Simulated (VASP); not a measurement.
Runs of VASP 6.6.1 on Rh. The structure is that of space group P6_3/mmc (No. 194), or close to it. The cells are those of the table. 

```csv
cell,gap on the mesh (eV),pressure (GPa)
"a = 2.740, b = 2.740, c = 4.443 Å, angles 90.0, 90.0, 120.0°, 2 atoms",none,(a)
"a = 2.713, b = 2.713, c = 4.399 Å, angles 90.0, 90.0, 120.0°, 2 atoms",none,-9.2
"a = 2.793, b = 2.793, c = 4.529 Å, angles 90.0, 90.0, 120.0°, 2 atoms",none,-26.1
"a = 2.767, b = 2.767, c = 4.487 Å, angles 90.0, 90.0, 120.0°, 2 atoms",none,-21.5
"a = 2.685, b = 2.685, c = 4.353 Å, angles 90.0, 90.0, 120.0°, 2 atoms",none,(b)
```

Alike in all rows: task single point; level PBEsol; potentials or basis VASP PAW PBE potentials, release 64 (Rh_pv); no spin polarisation; k mesh 12 × 12 × 7; cutoff (eV) 520; smearing gaussian 0.1 eV.

Problem. Fill in the values left out.

Solution. (a) -16.0; (b) -0.9.

Caveats: the PAW data sets were made with another functional, which shifts forces and pressure a little.

A k mesh can miss the band edges, and the runs leave out spin-orbit coupling on Rh.

A gap of «none» marks levels without a gap at the run's occupations.
